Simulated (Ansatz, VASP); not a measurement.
Two plane-wave programs on Al

The input INCAR:

```
SYSTEM = Al
PREC = Accurate ; ENCUT = 520
EDIFF = 1E-6 ; ISMEAR = 0
SIGMA = 0.15 ; LREAL = .FALSE.
LASPH = .TRUE. ; NELM = 80
ALGO = Fast ; ISIF = 2
LWAVE = .FALSE. ; LCHARG = .TRUE.
GGA = PS ; IVDW = 12
LELF = .TRUE. ; LVHAR = .TRUE.
NBANDS = 8
```

File KPOINTS:

```
regular mesh
0
G
  20 20 20
  0 0 0
```

Contents of POSCAR:

```
Al
1.0
    0.0000000000      2.0543397000      2.0543397000
    2.0543397000      0.0000000000      2.0543397000
    2.0543397000      2.0543397000      0.0000000000
Al
1
Direct
    0.0000000000      0.0000000000      0.0000000000
```

Input for Ansatz:

```yaml
crystal:
  lattice:
    - [0.0, 2.0543397, 2.0543397]
    - [2.0543397, 0.0, 2.0543397]
    - [2.0543397, 2.0543397, 0.0]
  atoms:
    - { symbol: Al, position: [0.0, 0.0, 0.0] }
basis:
  ecutwfc: 420
kpoints:
  mp_grid: { grid: [20, 20, 20] }
hamiltonian:
  xc: pbesol
  dispersion: d3bj
scf:
  occupations: { method: gaussian, width: 0.15 }
output:
  forces: true
  stress: true
  eigenvalues: true
```

Change from the starting cell: strain +0.015 along x and y, +0.015 along z, atoms carried along.

Alike in both runs: task single point; functional PBEsol; dispersion D3(BJ); k mesh 20 × 20 × 20; occupations gaussian, width 0.15 eV; no spin polarisation.

|  | VASP | Ansatz |
| --- | --- | --- |
| version | VASP 6.6.1 | Ansatz 0.2.0 |
| potentials or method | VASP PAW PBE potentials, release 64 (Al), cutoff 520 eV | scalar-relativistic, plane waves, PAW |
| valence electrons in the cell | 3 | 3 |

VASP gave:

```
gap on the k mesh at the Fermi level (eV) : none
pressure (GPa)                            : -7.6
```

Problem. Estimate Ansatz's values.

Solution. gap on the k mesh at the Fermi level (eV): none; pressure (GPa): -7.7.

VASP's potentials were made for PBE, not for PBEsol. A gap of «none» marks a metal or a gap that the smearing closes.
